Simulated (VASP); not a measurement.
Here is a VASP 6.6.1 calculation.

The input INCAR:

```
SYSTEM = SrO
PREC     = Accurate       ! precision mode
ENCUT    = 520            ! plane-wave cutoff, eV
EDIFF    = 1E-6           ! SCF threshold, eV
ISMEAR   = 0              ! smearing method
SIGMA    = 0.024          ! smearing width, eV
LREAL    = .FALSE.        ! projectors in reciprocal space
LASPH    = .TRUE.         ! aspherical terms in the spheres
NELM     = 60             ! most SCF steps
ALGO     = Normal         ! electronic algorithm
ISIF     = 2              ! what is computed and relaxed
LWAVE    = .FALSE.        ! write WAVECAR
LCHARG   = .TRUE.         ! write CHGCAR
GGA      = PE             ! functional
LELF     = .TRUE.         ! ELF
LVHAR    = .TRUE.       
NBANDS   = 15             ! bands
```

KPOINTS

```
regular mesh
0
G
  9 9 9
  0 0 0
```

The input POSCAR:

```
SrO
1.0
    0.0000000000      2.5663000000      2.5663000000
    2.5663000000      0.0000000000      2.5663000000
    2.5663000000      2.5663000000      0.0000000000
Sr O
1 1
Direct
    0.5000000000      0.5000000000      0.5000000000
    0.0000000000      0.0000000000      0.0000000000
```

Potentials or basis: VASP PAW PBE potentials, release 64 (Sr_sv, O).

Command:

```console
$ cat potpaw_PBE.64/Sr_sv/POTCAR potpaw_PBE.64/O/POTCAR > POTCAR
$ mpirun -np 1 vasp_std > vasp.out
```

(1) Predict the band gap on the k mesh.

(2) Estimate the pressure.

## Answers

(1) 3.32 eV, indirect (least direct gap 3.41 eV).

(2) 3.9 GPa.
